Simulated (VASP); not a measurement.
# CaS (Oldhamite) (Fm-3m) in VASP: further runs, part 2 of 2

VASP 6.6.1. Earlier steps stand in the parts before.

## 3. Single point, r2SCAN

File POSCAR:

```
CaS
1.0
    2.8812658363      2.8812658363      0.0000000000
   -2.8812658363      2.8812658363      0.0000000000
    0.0000000000      2.8812658363      2.8812658363
Ca S
1 1
Direct
    0.0000000000      0.0000000000      0.0000000000
    0.5000000000      0.5000000000      0.0000000000
```

File INCAR.step1:

```
SYSTEM = CaS
  PREC = Accurate
  ENCUT = 550
  ISMEAR = 0
  SIGMA = 0.01
  LREAL = .False.
  LASPH = .True.
  NELM = 120
  NBANDS = 15
  GGA = PE
  ALGO = Normal
  EDIFF = 1E-5
  LWAVE = .True.
  LCHARG = .False.
  GGA_COMPAT = .False.
```

File INCAR.step2:

```
SYSTEM = CaS
  PREC = Accurate
  ENCUT = 550
  EDIFF = 1E-6
  ISMEAR = 0
  SIGMA = 0.01
  LREAL = .False.
  LASPH = .True.
  NELM = 120
  ALGO = Normal
  ISIF = 2
  LWAVE = .False.
  LCHARG = .False.
  METAGGA = R2SCAN
  LMIXTAU = .True.
  NBANDS = 15
  ISTART = 1
  GGA_COMPAT = .False.
```

File KPOINTS:

```
regular mesh
0
Gamma
  8 8 8
  0 0 0
```

Potentials or basis: VASP PAW PBE potentials, release 64 (Ca_sv, S).

Command:

```sh
> cat potpaw_PBE.64/Ca_sv/POTCAR potpaw_PBE.64/S/POTCAR > POTCAR
> cp INCAR.step1 INCAR
> mpirun -np 1 vasp_std > vasp.out
> cp INCAR.step2 INCAR
> mpirun -np 1 vasp_std > vasp.out
```

Run time: 66 s. Hardware: 1 thread of Intel Xeon Platinum 8488C (Sapphire Rapids), shared host; peak memory 0.19 GiB.

Results (log left out):

```
Free energy            : -19.9350 eV
Pressure               : -1.7 GPa
Band gap on the k mesh : 2.88 eV, indirect (least direct gap 3.68 eV)
```

Levels at points of the mesh, in eV from the valence-band top:
```csv
k point,band 6,band 7,band 8,band 9,band 10,band 11
"(0.00, 0.00, 0.00)",0.00,0.00,0.00,4.68,4.68,4.68
"(0.50, 0.00, 0.00)",-2.98,-1.09,-1.09,5.71,6.56,6.70
"(0.50, 0.50, 0.00)",-2.24,-0.80,-0.80,2.88,6.12,6.59
```

Caveat: the PAW data sets were made with another functional, which shifts forces and pressure a little.

## 4. Relaxation of cell and atoms, r2SCAN, target pressure -2 GPa, at which the enthalpy is minimised

This run uses another cell than the first one, of 23.10 Å³/atom, 0.966 times its volume.

File POSCAR:

```
CaS
1.0
    2.8478793990      2.8478793990      0.0000000000
   -2.8478793990      2.8478793990      0.0000000000
    0.0000000000      2.8478793990      2.8478793990
Ca S
1 1
Direct
    0.0000000000      0.0000000000      0.0000000000
    0.5000000000      0.5000000000      0.0000000000
```

File INCAR.step1:

```
SYSTEM = CaS
ALGO = Normal
EDIFF = 1E-5
EDIFFG = -0.005
ENCUT = 550
GGA = PE
GGA_COMPAT = .False.
IBRION = 2
ISIF = 3
ISMEAR = 0
LASPH = .True.
LCHARG = .False.
LREAL = .False.
LWAVE = .True.
NELM = 120
NELMIN = 4
NSW = 100
PREC = Accurate
SIGMA = 0.01
```

File INCAR.step2:

```
SYSTEM = CaS
ALGO = Normal
EDIFF = 1E-7
EDIFFG = -0.002
ENCUT = 550
GGA_COMPAT = .False.
IBRION = 2
ISIF = 3
ISMEAR = 0
ISTART = 1
LASPH = .True.
LCHARG = .False.
LMIXTAU = .True.
LREAL = .False.
LWAVE = .False.
METAGGA = R2SCAN
NELM = 120
NELMIN = 4
NSW = 100
PREC = Accurate
PSTRESS = -20.0
SIGMA = 0.01
```

File KPOINTS:

```
k-points
0
Gamma
  8 8 8
  0 0 0
```

Command:

```sh
> cat potpaw_PBE.64/Ca_sv/POTCAR potpaw_PBE.64/S/POTCAR > POTCAR
> cp INCAR.step1 INCAR
> mpirun -np 1 vasp_std > vasp.out
> cp INCAR.step2 INCAR
> mpirun -np 1 vasp_std > vasp.out
```

Run time: 2.6 min. Hardware: 1 thread of Intel Xeon Platinum 8488C (Sapphire Rapids), shared host; peak memory 0.21 GiB.

It converged, with:

| Item | Value |
| --- | --- |
| Free energy | -19.9317 eV |
| Relaxed volume | 24.03 Å³/atom |
| Relaxed cell | a = 4.081 Å, b = 4.081 Å, c = 4.081 Å, α = 60.00°, β = 60.00°, γ = 90.00° |
| Space group after relaxing (to 0.05 Å) | Fm-3m (No. 225) |
| Energy change on relaxing (the enthalpy is what falls) | +5.2 meV/atom |
| Ionic steps | 3 |
| Pressure after relaxing | -2.0 GPa |
| Band gap on the k mesh | 2.89 eV, indirect (least direct gap 3.69 eV) |

The path:
```tsv
step	energy change (eV)	largest force (eV/Å)	pressure (GPa)	volume (Å³)
1	0.0000	0.0000	0.30	46.19
2	0.0157	0.0000	-2.41	48.45
3	0.0104	0.0000	-2.00	48.07
```

Final structure:
```yaml
crystal:
  lattice:
    - [2.88585, 2.88585, 0.00000]
    - [-2.88585, 2.88585, 0.00000]
    - [0.00000, 2.88585, 2.88585]
  atoms:
    - { symbol: Ca, position: [0.00000, 0.00000, 0.00000] }
    - { symbol: S, position: [0.50000, 0.50000, 0.00000] }
```

Levels at points of the mesh, in eV from the valence-band top:
```csv
k point,band 5,band 6,band 7,band 8,band 9,band 10,band 11,band 12
"(0.00, 0.00, 0.00)",-11.66,0.00,0.00,0.00,4.66,4.68,4.68,4.68
"(0.50, 0.00, 0.00)",-10.91,-2.97,-1.08,-1.08,5.70,6.54,6.68,6.68
"(0.50, 0.50, 0.00)",-11.07,-2.23,-0.80,-0.80,2.89,6.11,6.57,7.24
```

Caveat: the cell is relaxed towards a set pressure, so the enthalpy falls and the energy may rise; the PAW data sets were made with another functional, which shifts forces and pressure a little.

## 5. Relaxation of cell and atoms, r2SCAN, target pressure 2 GPa, at which the enthalpy is minimised

This run uses another cell than the first one, of 23.10 Å³/atom, 0.966 times its volume.

POSCAR is that of step 4.

File INCAR.step1:

```
ALGO = Normal
EDIFF = 1E-5
EDIFFG = -0.005
ENCUT = 550
GGA = PE
GGA_COMPAT = F
IBRION = 2
ISIF = 3
ISMEAR = 0
LASPH = T
LCHARG = F
LREAL = F
LWAVE = T
NELM = 120
NELMIN = 4
NSW = 100
PREC = Accurate
SIGMA = 0.01
```

File INCAR.step2:

```
ALGO = Normal
EDIFF = 1E-7
EDIFFG = -0.002
ENCUT = 550
GGA_COMPAT = F
IBRION = 2
ISIF = 3
ISMEAR = 0
ISTART = 1
LASPH = T
LCHARG = F
LMIXTAU = T
LREAL = F
LWAVE = F
METAGGA = R2SCAN
NELM = 120
NELMIN = 4
NSW = 100
PREC = Accurate
PSTRESS = 20.0
SIGMA = 0.01
```

File KPOINTS:

```
k-points
0
Gamma
  8 8 8
```

Command:

```sh
> cat potpaw_PBE.64/Ca_sv/POTCAR potpaw_PBE.64/S/POTCAR > POTCAR
> cp INCAR.step1 INCAR
> mpirun -np 1 vasp_std > vasp.out
> cp INCAR.step2 INCAR
> mpirun -np 1 vasp_std > vasp.out
```

Wall time 2.7 min (1 thread of Intel Xeon Platinum 8488C (Sapphire Rapids), shared host); peak memory 0.21 GiB.

It converged, with:

- Free energy: -19.9338 eV
- Relaxed volume: 22.51 Å³/atom
- Relaxed cell: a = 3.993 Å, b = 3.993 Å, c = 3.993 Å, α = 60.00°, β = 60.00°, γ = 90.00°
- Space group after relaxing (to 0.05 Å): Fm-3m (No. 225)
- Energy change on relaxing (the enthalpy is what falls): +4.1 meV/atom
- Ionic steps: 3
- Pressure after relaxing: 2.0 GPa
- Band gap on the k mesh: 2.74 eV, indirect (least direct gap 3.59 eV)

The path:
```
step  energy change (eV)  largest force (eV/Å)  pressure (GPa)  volume (Å³)
   1              0.0000                0.0000            0.30        46.19
   2              0.0148                0.0000            2.71        44.58
   3              0.0083                0.0000            2.00        45.02
```

Final structure:
```
CELL_PARAMETERS angstrom
2.82357 2.82357 0.00000
-2.82357 2.82357 0.00000
0.00000 2.82357 2.82357
ATOMIC_POSITIONS crystal
Ca 0.00000 0.00000 0.00000
S 0.50000 0.50000 0.00000
```

Levels at points of the mesh, in eV from the valence-band top:
```csv
k point,band 4,band 5,band 6,band 7,band 8,band 9,band 10,band 11,band 12
"(0.00, 0.00, 0.00)",-20.73,-11.88,0.00,0.00,0.00,4.67,4.67,4.67,5.10
"(0.50, 0.00, 0.00)",-20.75,-10.99,-3.20,-1.21,-1.21,5.84,6.77,6.90,6.90
"(0.50, 0.50, 0.00)",-20.79,-11.21,-2.36,-0.84,-0.84,2.74,6.23,6.91,7.52
```

Caveat: the cell is relaxed towards a set pressure, so the enthalpy falls and the energy may rise; the PAW data sets were made with another functional, which shifts forces and pressure a little. A k mesh can miss the band edges.

## 6. Relaxation of cell and atoms, r2SCAN, target pressure 4 GPa, at which the enthalpy is minimised

This run uses another cell than the first one, of 23.10 Å³/atom, 0.966 times its volume.

POSCAR is that of step 5.

File INCAR.step1:

```
SYSTEM = CaS
PREC = Accurate
ENCUT = 550
ISMEAR = 0
SIGMA = 0.01
LREAL = .FALSE.
LASPH = .TRUE.
NELM = 120
GGA = PE
ALGO = Normal
EDIFF = 1E-5
LWAVE = .TRUE.
LCHARG = .FALSE.
GGA_COMPAT = .FALSE.
IBRION = 2
ISIF = 3
EDIFFG = -0.005
NELMIN = 4
NSW = 100
```

File INCAR.step2:

```
SYSTEM = CaS
PREC = Accurate
ENCUT = 550
EDIFF = 1E-7
ISMEAR = 0
SIGMA = 0.01
LREAL = .FALSE.
LASPH = .TRUE.
NELM = 120
ALGO = Normal
ISIF = 3
LWAVE = .FALSE.
LCHARG = .FALSE.
METAGGA = R2SCAN
LMIXTAU = .TRUE.
IBRION = 2
NSW = 100
EDIFFG = -0.002
PSTRESS = 40.0
ISTART = 1
GGA_COMPAT = .FALSE.
NELMIN = 4
```

File KPOINTS:

```
regular mesh
0
G
  8 8 8
  0 0 0
```

Potentials or basis: VASP PAW PBE potentials, release 64 (Ca_sv, S).

Command:

```sh
> cat potpaw_PBE.64/Ca_sv/POTCAR potpaw_PBE.64/S/POTCAR > POTCAR
> cp INCAR.step1 INCAR
> mpirun -np 1 vasp_std > vasp.out
> cp INCAR.step2 INCAR
> mpirun -np 1 vasp_std > vasp.out
```

It took 2.8 min on 1 thread of Intel Xeon Platinum 8488C (Sapphire Rapids), shared host; peak memory 0.21 GiB.

It converged, with:

```
Free energy                                            : -19.9114 eV
Relaxed volume                                         : 21.91 Å³/atom
Relaxed cell                                           : a = 3.957 Å, b = 3.957 Å, c = 3.957 Å, α = 60.00°, β = 60.00°, γ = 90.00°
Space group after relaxing (to 0.05 Å)                 : Fm-3m (No. 225)
Energy change on relaxing (the enthalpy is what falls) : +15.4 meV/atom
Ionic steps                                            : 3
Pressure after relaxing                                : 4.0 GPa
Band gap on the k mesh                                 : 2.67 eV, indirect (least direct gap 3.53 eV)
```

The path:
```
step  energy change (eV)  largest force (eV/Å)  pressure (GPa)  volume (Å³)
   1              0.0000                0.0000            0.30        46.19
   2              0.0648                0.0000            6.06        42.72
   3              0.0308                0.0000            4.01        43.81
```

Final structure:
```xyz
2
Lattice="2.7981 2.7981 0.0000 -2.7981 2.7981 0.0000 0.0000 2.7981 2.7981" Properties=species:S:1:pos:R:3 pbc="T T T"
Ca    0.0000    0.0000    0.0000
S     0.0000    5.5962    2.7981
```

Levels at points of the mesh, in eV from the valence-band top:
| k point | band 4 | band 5 | band 6 | band 7 | band 8 | band 9 | band 10 | band 11 | band 12 |
| --- | --- | --- | --- | --- | --- | --- | --- | --- | --- |
| (0.00, 0.00, 0.00) | -20.64 | -11.98 | 0.00 | 0.00 | 0.00 | 4.65 | 4.65 | 4.65 | 5.29 |
| (0.50, 0.00, 0.00) | -20.66 | -11.02 | -3.30 | -1.27 | -1.27 | 5.90 | 6.87 | 6.99 | 6.99 |
| (0.50, 0.50, 0.00) | -20.71 | -11.28 | -2.42 | -0.86 | -0.86 | 2.67 | 6.28 | 7.05 | 7.63 |

Caveat: the cell is relaxed towards a set pressure, so the enthalpy falls and the energy may rise; the PAW data sets were made with another functional, which shifts forces and pressure a little. r2SCAN opens gaps a little over a GGA but as a rule still falls short of measured ones.

## 7. The runs side by side

| task | cell | gap on the mesh (eV) | pressure (GPa) |
| --- | --- | --- | --- |
| single point | a = 4.075 Å, angles 60.0, 60.0, 90.0°, 2 atoms | 2.88 | -1.7 |
| relaxation of cell and atoms | relaxed to -2 GPa from a = 4.028 Å, angles 60.0, 60.0, 90.0°, 2 atoms | 2.89 | -2.0 |
| relaxation of cell and atoms | relaxed to 2 GPa from a = 4.028 Å, angles 60.0, 60.0, 90.0°, 2 atoms | 2.74 | 2.0 |
| relaxation of cell and atoms | relaxed to 4 GPa from a = 4.028 Å, angles 60.0, 60.0, 90.0°, 2 atoms | 2.67 | 4.0 |

Alike in all rows: level r2SCAN; potentials or basis VASP PAW PBE potentials, release 64 (Ca_sv, S); no spin polarisation; k mesh 8 × 8 × 8; cutoff (eV) 550; smearing gaussian 0.01 eV.

Caveats: the PAW data sets were made with another functional, which shifts forces and pressure a little; the cell is relaxed towards a set pressure, so the enthalpy falls and the energy may rise (some runs).

Absolute energies hang on the potentials; compare differences alone.
